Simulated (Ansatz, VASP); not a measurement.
TiSe: VASP beside Ansatz

INCAR

```
SYSTEM = TiSe
PREC = Accurate
ENCUT = 520
EDIFF = 1E-6
ISMEAR = 0
SIGMA = 0.05
LREAL = .False.
LASPH = .True.
NELM = 150
ALGO = Normal
ISIF = 2
LWAVE = .False.
LCHARG = .True.
ISPIN = 2
MAGMOM = 0.77 0
LORBIT = 11
LMAXMIX = 4
GGA = PS
LELF = .True.
LVHAR = .True.
NBANDS = 20
```

KPOINTS

```
Automatic mesh
0
Gamma
  10 10 10
  0 0 0
```

Contents of POSCAR:

```
TiSe
1.0
    0.0000000000      2.8532082358      2.8532082358
    2.8532082358      0.0000000000      2.8532082358
    2.8532082358      2.8532082358      0.0000000000
Ti Se
1 1
Direct
    0.0000000000      0.0000000000      0.0000000000
    0.2500000000      0.2500000000      0.2500000000
```

Input for Ansatz:

```yaml
crystal:
  lattice:
    - [0.0, 2.8532082358, 2.8532082358]
    - [2.8532082358, 0.0, 2.8532082358]
    - [2.8532082358, 2.8532082358, 0.0]
  atoms:
    - { symbol: Ti, position: [0.0, 0.0, 0.0], spin: 0.77 }
    - { symbol: Se, position: [0.25, 0.25, 0.25] }
basis:
  ecutwfc: 420
  ecutrho_ratio: 4
kpoints:
  mp_grid: { grid: [10, 10, 10] }
hamiltonian:
  xc: pbesol
scf:
  occupations: { method: gaussian, width: 0.05 }
output:
  forces: true
  stress: true
  eigenvalues: true
  populations: true
magnetization:
  spin_polarized: true
```

Alike in both runs: task single point; functional PBEsol; k mesh 10 × 10 × 10; occupations gaussian, width 0.05 eV; collinear spin.

|  | VASP | Ansatz |
| --- | --- | --- |
| version | VASP 6.6.1 | Ansatz 0.2.0 |
| potentials or method | VASP PAW PBE potentials, release 64 (Ti_sv, Se), cutoff 520 eV | scalar-relativistic, plane waves, PAW |
| valence electrons in the cell | 18 | 28 |

|  | VASP | Ansatz | Ansatz less VASP |
| --- | --- | --- | --- |
| gap on the k mesh at the Fermi level (eV) | none | none | - |
| pressure (GPa) | 0.0 | -0.2 | -0.15 |
| net moment per atom (μB) | 0.48 | 0.48 | -0.001 |
| size of the moment on the site where the two differ most (μB) | 0.80 | 0.73 | -0.071 |

VASP's potentials were made for PBE, not for PBEsol. Site moments also hang on the region over which each program counts them. A gap of «none» marks a metal or a gap that the smearing closes. VASP's potentials hold 18 valence electrons a cell and Ansatz's 28, so a difference there can come from the potentials and not from the codes.
